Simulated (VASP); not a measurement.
Here is a VASP 6.6.1 calculation.

Contents of INCAR:

```
SYSTEM = Ti
  PREC = Accurate
  ENCUT = 600
  EDIFF = 1E-7
  ISMEAR = 0
  SIGMA = 0.05
  LREAL = .False.
  LASPH = .True.
  NELM = 100
  ALGO = Normal
  ISIF = 8
  LWAVE = .False.
  LCHARG = .False.
  GGA = PS
  IBRION = 2
  NSW = 80
  EDIFFG = -0.01
```

KPOINTS

```
regular mesh
0
Gamma
  18 18 10
  0 0 0
```

Contents of POSCAR:

```
Ti
1.0
    2.9500000000      0.0000000000      0.0000000000
   -1.4750000000      2.5547700000      0.0000000000
    0.0000000000      0.0000000000      4.6800000000
Ti
2
Direct
    0.3333333333      0.6666666667      0.2500000000
    0.6666666667      0.3333333333      0.7500000000
```

Potentials or basis: VASP PAW PBE potentials, release 64 (Ti_sv).

Command:

```console
$ cat potpaw_PBE.64/Ti_sv/POTCAR > POTCAR
$ mpirun -np 1 vasp_std > vasp.out
```

Question: Estimate the relaxed volume.

Answer: 16.68 Å³/atom.

Question: Estimate the relaxed cell.

Answer: a = 2.896 Å, b = 2.896 Å, c = 4.594 Å, α = 90.00°, β = 90.00°, γ = 120.00°.

Question: Estimate the band gap on the k mesh.

Answer: Zero (band 12 reaches 9.43 eV, above the bottom of band 13 at 8.32 eV).

Question: Predict the space group after relaxing (to 0.05 Å).

Answer: P6_3/mmc (No. 194).

Stress tensor (GPa, compression positive):
```
 0.05  0.00  0.00
 0.00  0.05  0.00
 0.00  0.00 -0.19
```

Caveat: the PAW data sets were made with another functional, which shifts forces and pressure a little.
